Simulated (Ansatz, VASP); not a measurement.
Two plane-wave programs on AlCl3

File INCAR:

```
SYSTEM = AlCl3
ALGO = Normal
EDIFF = 1E-6
ENCUT = 400
GGA = RP
GGA_COMPAT = .FALSE.
ISIF = 2
ISMEAR = 0
LASPH = .TRUE.
LCHARG = .FALSE.
LREAL = .FALSE.
LWAVE = .FALSE.
NBANDS = 20
NELM = 120
NELMDL = -8
PREC = Accurate
SIGMA = 0.005
```

Contents of KPOINTS:

```
k-points
0
G
  1 1 1
  0 0 0
```

Contents of POSCAR:

```
AlCl3
1.0
   13.5921454378      0.0000000000      0.0000000000
    0.0000000000     14.0921454378      0.0000000000
    0.0000000000      0.0000000000     14.5921454378
Al Cl
1 3
Direct
    0.5029591600      0.5047498900      0.5006993200
    0.4104941600      0.4307549400      0.5890134800
    0.5360619200      0.4491754900      0.3722766200
    0.5623275600      0.6343240200      0.5407912200
```

Input for Ansatz:

```yaml
crystal:
  lattice:
    - [13.5921454378, 0.0, 0.0]
    - [0.0, 14.0921454378, 0.0]
    - [0.0, 0.0, 14.5921454378]
  atoms:
    - { symbol: Al, position: [0.50295916, 0.50474989, 0.50069932] }
    - { symbol: Cl, position: [0.41049416, 0.43075494, 0.58901348] }
    - { symbol: Cl, position: [0.53606192, 0.44917549, 0.37227662] }
    - { symbol: Cl, position: [0.56232756, 0.63432402, 0.54079122] }
hamiltonian:
  xc: rpbe
kpoints:
  mp_grid: { grid: [1, 1, 1] }
scf:
  occupations: { method: gaussian, width: 0.005 }
  max_iter: 140
  lower_state_search: "off"
output:
  forces: true
```

Alike in both runs: task single point; functional RPBE; k mesh 1 × 1 × 1; occupations gaussian, width 0.005 eV; no spin polarisation.

```csv
,VASP,Ansatz
version,VASP 6.6.1,Ansatz 0.2.0
potentials or method,"VASP PAW PBE potentials, release 64 (Al, Cl)","scalar-relativistic, plane waves, PAW"
plane-wave cutoff (eV),400,420
valence electrons in the cell,24,24
```

|  | VASP | Ansatz | Ansatz less VASP |
| --- | --- | --- | --- |
| rms of the force components (eV/Å) | 0.084 | 0.112 | +0.0287 |

VASP's potentials were made for PBE, not for RPBE. Atom by atom the forces differ by 0.029 eV/Å (rms over components).
